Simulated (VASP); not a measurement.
Runs of VASP 6.6.1 on Rh. The structure is that of space group Im-3m (No. 229), or close to it. The cells are those of the table. 

| task | cell | k mesh | cutoff (eV) | gap on the mesh (eV) | pressure (GPa) |
| --- | --- | --- | --- | --- | --- |
| single point | a = 2.678 Å, angles 109.5°, 1 atom | 23 × 23 × 23 | 520 | none | 0.1 |
| single point | a = 2.605 Å, angles 109.5°, 1 atom | 16 × 16 × 16 | 520 | none | 22.2 |
| single point | a = 2.678 Å, angles 109.5°, 1 atom | 16 × 16 × 16 | 520 | none | (b) |
| single point | a = 2.678 Å, angles 109.5°, 1 atom | 15 × 15 × 15 | 520 | none | 0.1 |
| single point | a = 2.642 Å, angles 109.5°, 1 atom | 16 × 16 × 16 | 520 | none | 9.8 |
| single point | a = 2.714 Å, angles 109.5°, 1 atom | 16 × 16 × 16 | 520 | none | -7.4 |
| single point | a = 2.567 Å, angles 109.5°, 1 atom | 16 × 16 × 16 | 520 | none | 38.1 |
| single point | a = 2.781 Å, angles 109.5°, 1 atom | 16 × 16 × 16 | 520 | none | -17.8 |
| relaxation of cell and atoms | relaxed from a = 2.614 Å, angles 109.5°, 1 atom | 15 × 15 × 15 | 600 | none | -0.1 |
| single point | a = 2.748 Å, angles 109.5°, 1 atom | 16 × 16 × 16 | 520 | none | (a) |

Alike in all rows: level RPBE; potentials or basis VASP PAW PBE potentials, release 64 (Rh_pv); no spin polarisation; smearing fermi-dirac 0.1 eV.

**Question.** Fill in the values left out.

**Answer.** (a) -13.3; (b) 0.2.

Caveats: the PAW data sets were made with another functional, which shifts forces and pressure a little.

A k mesh can miss the band edges, and the runs leave out spin-orbit coupling on Rh.

A gap of «none» marks levels without a gap at the run's occupations.
